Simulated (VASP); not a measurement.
The system is KCl.

```
K Cl
1.0
     3.76082    0.00000    0.00000
     0.00000    3.76082    0.00000
     0.00000    0.00000    3.76082
K Cl
1 1
Direct
  0.00000 0.00000 0.00000
  0.50000 0.50000 0.50000
```

This cell differs from its parent crystal: volume scaled by 0.94.

Base run:

- Program: VASP 6.6.1
- Functional: LDA
- Potentials or basis: VASP PAW LDA potentials, release 64 (K_sv, Cl)
- Cutoff: 520 eV
- k mesh: 7 × 7 × 7
- Occupations: fermi-dirac, width 0.05 eV
- Spin: no spin polarisation

Its results: band gap on the k mesh 4.66 eV, indirect (least direct gap 4.85 eV); pressure -2.2 GPa.

Task: After a change of settings the same cell gave: band gap on the k mesh 4.90 eV, indirect (least direct gap 5.09 eV); pressure -0.3 GPa. Which change was it?
A. functional from LDA to PBEsol; potentials or basis from VASP PAW LDA potentials, release 64 (K_sv, Cl) to VASP PAW PBE potentials, release 64 (K_sv, Cl)
B. functional from LDA to r2SCAN; potentials or basis from VASP PAW LDA potentials, release 64 (K_sv, Cl) to VASP PAW PBE potentials, release 64 (K_sv, Cl)
C. functional from LDA to PBE; potentials or basis from VASP PAW LDA potentials, release 64 (K_sv, Cl) to VASP PAW PBE potentials, release 64 (K_sv, Cl)

Result: A.

Caveats: the PAW data sets were made with another functional, which shifts forces and pressure a little (some runs).
